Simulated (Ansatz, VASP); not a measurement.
## BN in VASP and in Ansatz

```
B N
1.0
     0.00000    1.80482    1.80482
     1.80482    0.00000    1.80482
     1.80482    1.80482    0.00000
B N
1 1
Direct
  0.00000 0.00000 0.00000
  0.25000 0.25000 0.25000
```

Alike in both runs: task single point; functional PBE-based global hybrid with a share of 0.15 of exact exchange; k mesh 6 × 6 × 6; no spin polarisation.

```csv
,VASP,Ansatz
version,VASP 6.6.1,Ansatz 0.2.0
potentials or method,"VASP PAW PBE potentials, release 64 (B, N)",plane waves
plane-wave cutoff (eV),520,420
occupations,"gaussian, width 0.01 eV",fixed
valence electrons in the cell,8,8
```

|  | VASP | Ansatz | Ansatz less VASP |
| --- | --- | --- | --- |
| gap on the k mesh at the Fermi level (eV) | 5.72 | 5.72 | -0.001 |
| pressure (GPa) | -0.4 | -0.7 | -0.35 |

VASP's potentials were made for PBE, not for PBE-based global hybrid. Ansatz's warnings: stress exchange threshold loose, stress scf threshold loose.

The k mesh is coarse, so the values compare programs but aren't converged.
